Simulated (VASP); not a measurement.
# Li (P6_3/mmc) in VASP: a series of runs

Runs on Li. Level: PBE. Tasks: single point, relaxation of cell and atoms.

Everything below comes from runs of VASP 6.6.1. Logs are shortened: lines on timing, memory, paths and dates and some standing lists are left out, and cuts for length are marked.

**1. The cell of the first run**

Symmetry: P6_3/mmc, No. 194, hexagonal system. The conventional cell has a = 3.052 Å, b = 3.052 Å, c = 5.011 Å, α = 90.00°, β = 90.00°, γ = 120.00°. Li (site symmetry -6m2) has 12 Li at 3.05 to 3.06 Å within 4.0 Å.

This isn't the form of Li at room conditions, which is bcc.

**2. Single point, PBE**

INCAR reads:

```
ALGO     = Normal         # electronic algorithm
EDIFF    = 1E-6           # SCF threshold, eV
ENCUT    = 750            # plane-wave cutoff, eV
GGA      = PE             # functional
GGA_COMPAT= F            
ISIF     = 2              # what is computed and relaxed
ISMEAR   = 0              # smearing method
LASPH    = T              # aspherical terms in the spheres
LCHARG   = F              # write CHGCAR
LREAL    = F              # projectors in reciprocal space
LWAVE    = F              # write WAVECAR
NBANDS   = 10             # bands
NELM     = 120            # most SCF steps
PREC     = Accurate       # precision mode
SIGMA    = 0.1            # smearing width, eV
```

KPOINTS reads:

```
k-points
0
Gamma
  18 18 10
```

POSCAR reads:

```
Li
1.0
    3.0523693390      0.0000000000      0.0000000000
   -1.5261846695      2.6434293893      0.0000000000
    0.0000000000      0.0000000000      5.0111391547
Li
2
Direct
    0.3333333333      0.6666666667      0.2500000000
    0.6666666667      0.3333333333      0.7500000000
```

Potentials or basis: VASP PAW PBE potentials, release 64 (Li_sv).

Launch:

```sh
$ cat potpaw_PBE.64/Li_sv/POTCAR > POTCAR
$ mpirun -np 1 vasp_std > vasp.out
```

OUTCAR:

```text
EDIFF = 1E-6
   ENCUT = 750
   GGA = PE
   ISIF = 2
   ISMEAR = 0
   LASPH = T
   LREAL = F
   NELM = 120
   PREC = Accurate

 ion  position               nearest neighbor table
   1  0.333  0.667  0.250-
   2  0.667  0.333  0.750-

  LATTYP: Found a hexagonal cell.
 ALAT       =     3.0523693390
 C/A-ratio  =     1.6417211019

  Lattice vectors:

 A1 = (   3.0523693390,   0.0000000000,   0.0000000000)
 A2 = (  -1.5261846695,   2.6434293893,   0.0000000000)
 A3 = (   0.0000000000,   0.0000000000,   5.0111391547)

Analysis of symmetry for initial positions (statically):
=====================================================================
 Subroutine PRICEL returns:
 Original cell was already a primitive cell.

 Routine SETGRP: Setting up the symmetry group for a
 hexagonal supercell.

 Subroutine GETGRP returns: Found 24 space group operations
 (whereof 12 operations were pure point group operations)
 out of a pool of 24 trial point group operations.

The static configuration has the point symmetry D_3d.
 The point group associated with its full space group is D_6h.

Analysis of symmetry for dynamics (positions and initial velocities):
=====================================================================
 Subroutine PRICEL returns:
 Original cell was already a primitive cell.

 Routine SETGRP: Setting up the symmetry group for a
 hexagonal supercell.

 Subroutine GETGRP returns: Found 24 space group operations
 (whereof 12 operations were pure point group operations)
 out of a pool of 24 trial point group operations.

The dynamic configuration has the point symmetry D_3d.
 The point group associated with its full space group is D_6h.

 Subroutine INISYM returns: Found 24 space group operations
 (whereof 12 operations are pure point group operations),
 and found     1 'primitive' translations

----------------------------------------------------------------------------------------

                                     Primitive cell

  volume of cell :      40.4335

  direct lattice vectors                    reciprocal lattice vectors
     3.052369339  0.000000000  0.000000000     0.327614351  0.189148234  0.000000000
    -1.526184670  2.643429389  0.000000000     0.000000000  0.378296467  0.000000000
     0.000000000  0.000000000  5.011139155     0.000000000  0.000000000  0.199555424

  length of vectors
     3.052369339  3.052369339  5.011139155     0.378296467  0.378296467  0.199555424
[... 87 lines left out ...]
   ISIF   =      2    stress and relaxation
   ISYM   =      2    0-nonsym 1-usesym 2-fastsym
   POTIM  = 0.5000    time-step for ionic-motion
   TEBEG  =    0.0;   TEEND  =   0.0 temperature during run
   PSTRESS=    0.0 pullay stress
   NELECT =       6.0000    total number of electrons
   NUPDOWN=      -1.0000    fix difference up-down
   EMIN   =  10.00;   EMAX   =-10.00  energy-range for DOS
   EFERMI =   0.00;   METHOD = LEGACY
   ISMEAR =     0;   SIGMA  =   0.10  broadening in eV -4-tet -1-fermi 0-gaus
   EFERMI_NEDOS =   21; number of points for ismear=-14 and -15
   IALGO  =     38    algorithm
   IMIX   =      4    mixing-type and parameters
     AMIX     =   0.40;   BMIX     =  1.00
     AMIX_MAG =   1.60;   BMIX_MAG =  1.00
  volume/ion in A,a.u.               =      20.22       136.43
  Fermi-wavevector in a.u.,A,eV,Ry     =   0.866719  1.637861 10.220714  0.751201
  Thomas-Fermi vector in A             =   1.985148
   LORBIT       =      0    0 simple, 1 ext, 2 COOP (PROOUT), +10 PAW based schemes
   GGA     = PE    functional components
   LHFCALC =     F    Hartree Fock is set to
   AEXX    =    0.0000 exact exchange contribution
   IVDW    =     0    specifies the selected vdW correction
   LEPSILON=     F    determine dielectric tensor
   LRPA    =     F    only Hartree local field effects (RPA)
 non-spin polarized calculation
 Gauss-broadening in eV      SIGMA  =   0.10
  energy-cutoff  :      750.00
  volume of cell :       40.43
 maximum number of plane-waves:      1918
 NGX is ok and might be reduce to    28
   NGX = 13   NGY = 13   NGZ = 23

 number of electron       5.9999998 magnetization

 Free energy of the ion-electron system (eV)
  ---------------------------------------------------
  ext. energy  EPLUGINS =         0.00000000
  ---------------------------------------------------
  free energy    TOTEN  =        -3.81554278 eV

  energy without entropy =       -3.81108726  energy(sigma->0) =       -3.81331502

 E-fermi :   0.6241     XC(G=0):  -7.0506

 val. band max:        0.6166620199   @ k =   0.4444   0.0556   0.2000
 cond. band min:       0.6500057138   @ k =   0.2222   0.1111   0.3000
 fundamental gap:      0.0333436939
 Fermi energy:         0.6241147530

 k-point     1 :       0.0000    0.0000    0.0000
  band No.  band energies     occupation
      1     -45.8848      2.00000
      2     -45.8670      2.00000
      3      -2.9426      2.00000
      4       0.5859      1.41096
      5       3.5097      0.00000
      6      13.1713      0.00000
      7      13.1713      0.00000
      8      14.5623      0.00000
      9      14.5623      0.00000
     10      15.0387      0.00000
[... 287 lines left out ...]
 k-point    24 :       0.3889    0.1111    0.0000
  band No.  band energies     occupation
      1     -45.8665      2.00000
      2     -45.8607      2.00000
      3       0.2941      2.00000
      4       2.3202      0.00000
      5       4.8453      0.00000
      6       6.3651      0.00000
      7       7.2823      0.00000
      8       7.4213      0.00000
      9      10.3657      0.00000
     10      12.7773      0.00000

 [... further k-points ...]

------------------------ aborting loop because EDIFF is reached ----------------------------------------

  FORCE on cell =-STRESS in cart. coord.  units (eV):
  Direction    XX          YY          ZZ          XY          YZ          ZX
  --------------------------------------------------------------------------------------
  -------------------------------------------------------------------------------------
  Total       -0.0323243     -0.0323243     -0.0324674     -0.0000000      0.0000000      0.0000000
  in kB       -1.2808503     -1.2808503     -1.2865224     -0.0000000      0.0000000      0.0000000
  external PRESSURE =      -1.2827410 kB  Pullay stress =       0.0000000 kB

 VOLUME and BASIS-vectors are now :
 -----------------------------------------------------------------------------
  energy-cutoff  :      750.00
  volume of cell :       40.43
      direct lattice vectors                 reciprocal lattice vectors
     3.052369339  0.000000000  0.000000000     0.327614351  0.189148234  0.000000000
    -1.526184670  2.643429389  0.000000000     0.000000000  0.378296467  0.000000000
     0.000000000  0.000000000  5.011139155     0.000000000  0.000000000  0.199555424

 POSITION                                       TOTAL-FORCE (eV/Angst)
 -----------------------------------------------------------------------------------
     -0.00000      1.76229      1.25278         0.000000     -0.000000     -0.000000
      1.52618      0.88114      3.75835        -0.000000      0.000000      0.000000
 -----------------------------------------------------------------------------------
    total drift:                               -0.000000      0.000000      0.000000

  FREE ENERGIE OF THE ION-ELECTRON SYSTEM (eV)
  ---------------------------------------------------
  free  energy   TOTEN  =        -3.8155427811 eV

  energy  without entropy=       -3.8110872642  energy(sigma->0) =       -3.81331502
```

OSZICAR:

```text
N       E                     dE             d eps       ncg     rms          rms(c)
DAV:   1     0.199865063809E+02    0.19987E+02   -0.37467E+03  4440   0.716E+02
DAV:   2    -0.875252705033E+00   -0.20862E+02   -0.20385E+02  5522   0.134E+02
DAV:   3    -0.373906661641E+01   -0.28638E+01   -0.28392E+01  7270   0.350E+01
DAV:   4    -0.381774652609E+01   -0.78680E-01   -0.78535E-01  5784   0.601E+00
DAV:   5    -0.381882524178E+01   -0.10787E-02   -0.10786E-02  6088   0.675E-01    0.327E-01
DAV:   6    -0.381672732346E+01    0.20979E-02   -0.74478E-04  7842   0.127E-01    0.184E-01
DAV:   7    -0.381554203041E+01    0.11853E-02   -0.12483E-03  7320   0.159E-01    0.354E-02
DAV:   8    -0.381554572948E+01   -0.36991E-05   -0.31423E-05  5420   0.491E-02    0.347E-03
DAV:   9    -0.381554359781E+01    0.21317E-05   -0.11090E-06  6314   0.834E-03    0.573E-04
DAV:  10    -0.381554278114E+01    0.81667E-06   -0.28608E-08  2820   0.119E-03
   1 F= -.38155428E+01 E0= -.38133150E+01  d E =-.445552E-02
```

stdout:

```text
POSCAR found type information on POSCAR Li
 POSCAR found :  1 types and       2 ions
 scaLAPACK will be used
 LDA part: xc-table for (Slater+PW92), standard interpolation
 POSCAR, INCAR and KPOINTS ok, starting setup
 FFT: planning ... GRIDC
 FFT: planning ... GRID_SOFT
 FFT: planning ... GRID
 WAVECAR not read
 entering main loop
```

Run time: 53 s. Hardware: 1 thread of AMD EPYC 9R14 (Zen 4), shared host; peak memory 0.22 GiB.

Results:

| Property | Result |
| --- | --- |
| Free energy | -3.8155 eV |
| Pressure | -0.1 GPa |
| Band gap on the k mesh | zero (bands 3 and 4 overlap by 4.65 eV) |

Levels at points of the mesh, in eV from the Fermi level:
```tsv
k point	band 1	band 2	band 3	band 4	band 5	band 6
(0.00, 0.00, 0.00)	-46.51	-46.49	-3.57	-0.04	2.89	12.55
(0.50, 0.00, 0.00)	-46.49	-46.48	-0.07	1.05	4.69	5.84
(0.00, 0.00, 0.50)	-46.50	-46.50	-2.46	-2.46	7.91	7.91
(0.50, 0.00, 0.50)	-46.49	-46.49	0.69	0.69	3.52	3.52
```

**3. Relaxation of cell and atoms, PBE**

This run uses another cell than the first one, of 18.29 Å³/atom.

INCAR reads:

```
SYSTEM = Li
PREC = Accurate
ENCUT = 750
EDIFF = 1E-7
ISMEAR = 0
SIGMA = 0.1
LREAL = .False.
LASPH = .True.
NELM = 120
ALGO = Normal
ISIF = 3
LWAVE = .False.
LCHARG = .False.
GGA = PE
IBRION = 2
NSW = 70
EDIFFG = -0.005
GGA_COMPAT = .False.
NELMIN = 4
```

KPOINTS reads:

```
regular mesh
0
Gamma
  18 18 10
  0 0 0
```

POSCAR reads:

```
Li
1.0
    2.9531605378      0.0000000000      0.0000000000
   -1.4765802689      2.5575120472      0.0000000000
    0.0000000000      0.0000000000      4.8440825740
Li
2
Direct
    0.3333333333      0.6666666667      0.2500000000
    0.6666666667      0.3333333333      0.7500000000
```

Potentials or basis: VASP PAW PBE potentials, release 64 (Li_sv).

Launch:

```sh
$ cat potpaw_PBE.64/Li_sv/POTCAR > POTCAR
$ mpirun -np 1 vasp_std > vasp.out
```

It took 2.5 min on 1 thread of AMD EPYC 9R14 (Zen 4), shared host; peak memory 0.2 GiB.

It converged, with:

- Free energy: -3.8119 eV
- Relaxed volume: 19.98 Å³/atom
- Relaxed cell: a = 3.040 Å, b = 3.040 Å, c = 4.991 Å, α = 90.00°, β = 90.00°, γ = 120.00°
- Space group after relaxing (to 0.1 Å): P6_3/mmc (No. 194)
- Energy gained by relaxing: 7.3 meV/atom
- Ionic steps: 4
- Pressure after relaxing: 0.0 GPa
- Band gap on the k mesh: zero (bands 3 and 4 overlap by 4.67 eV)

Step by step:
```csv
step,energy change (eV),largest force (eV/Å),pressure (GPa),volume (Å³)
1,0.0000,0.0000,1.49,36.59
2,-0.0071,0.0000,1.03,37.49
3,-0.0145,0.0000,-0.13,40.30
4,-0.0146,0.0000,-0.01,39.96
```

Final structure:
```
Li
1.0
     3.04048    0.00000    0.00000
    -1.52024    2.63313    0.00000
     0.00000    0.00000    4.99143
Li
2
Cartesian
  0.0000 1.7554 1.2479
  1.5202 0.8777 3.7436
```

Levels at points of the mesh, in eV from the Fermi level:
```tsv
k point	band 1	band 2	band 3	band 4	band 5	band 6	band 7
(0.00, 0.00, 0.00)	-46.49	-46.47	-3.58	-0.04	2.93	12.65	12.65
(0.50, 0.00, 0.00)	-46.47	-46.47	-0.07	1.07	4.72	5.88	6.29
(0.00, 0.00, 0.50)	-46.48	-46.48	-2.47	-2.47	7.98	7.98	13.56
(0.50, 0.00, 0.50)	-46.47	-46.47	0.69	0.69	3.55	3.55	9.96
```

PBE usually gives volumes a little too large and moduli too small. Zero-point motion and thermal expansion aren't in these numbers.
